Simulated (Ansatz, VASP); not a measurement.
**One calculation of InSb3, two programs**

Contents of INCAR:

```
PREC = Accurate
ENCUT = 520
EDIFF = 1E-6
ISMEAR = 0
SIGMA = 0.15
LREAL = F
LASPH = T
NELM = 60
ALGO = Normal
ISIF = 2
LWAVE = F
LCHARG = F
GGA = PE
NBANDS = 22
```

Contents of KPOINTS:

```
regular mesh
0
Gamma
  8 8 8
```

Contents of POSCAR:

```
InSb3
1.0
    4.7657240740      0.0000000000      0.0000000000
    0.0000000000      4.7657240740      0.0000000000
    0.0000000000      0.0000000000      4.7657240740
In Sb
1 3
Direct
    0.0000000000      0.0000000000      0.0000000000
    0.5000000000      0.0000000000      0.5000000000
    0.0000000000      0.5000000000      0.5000000000
    0.5000000000      0.5000000000      0.0000000000
```

Input for Ansatz:

```yaml
crystal:
  lattice:
    - [4.765724074, 0.0, 0.0]
    - [0.0, 4.765724074, 0.0]
    - [0.0, 0.0, 4.765724074]
  atoms:
    - { symbol: In, position: [0.0, 0.0, 0.0] }
    - { symbol: Sb, position: [0.5, 0.0, 0.5] }
    - { symbol: Sb, position: [0.0, 0.5, 0.5] }
    - { symbol: Sb, position: [0.5, 0.5, 0.0] }
basis:
  ecutwfc: 420
kpoints:
  mp_grid: { grid: [8, 8, 8] }
hamiltonian:
  xc: pbe
  pseudopotentials: { kind: paw, azcp: { folder: soft_1 } }
scf:
  occupations: { method: gaussian, width: 0.15 }
output:
  forces: true
  stress: true
  eigenvalues: true
  write_density: true
  write_potential: true
  elf: true
  volumetric_format: npy
```

Change from the starting cell: equal engineering shear yz, xz and xy +0.0000, equal normal strain along x, y and z -0.0100.

Alike in both runs: task single point; functional PBE; k mesh 8 × 8 × 8; occupations gaussian, width 0.15 eV; no spin polarisation.

|  | VASP | Ansatz |
| --- | --- | --- |
| version | VASP 6.6.1 | Ansatz 0.2.0 |
| potentials or method | VASP PAW PBE potentials, release 64 (In_d, Sb), cutoff 520 eV | scalar-relativistic, plane waves, PAW |
| valence electrons in the cell | 28 | 58 |

```csv
,VASP,Ansatz,Ansatz less VASP
gap on the k mesh at the Fermi level (eV),none,none,-
pressure (GPa),1.6,1.7,+0.10
```

A gap of «none» marks a metal or a gap that the smearing closes. VASP's potentials hold 28 valence electrons a cell and Ansatz's 58, so a difference there can come from the potentials and not from the codes.

Neither program's run includes spin-orbit coupling.
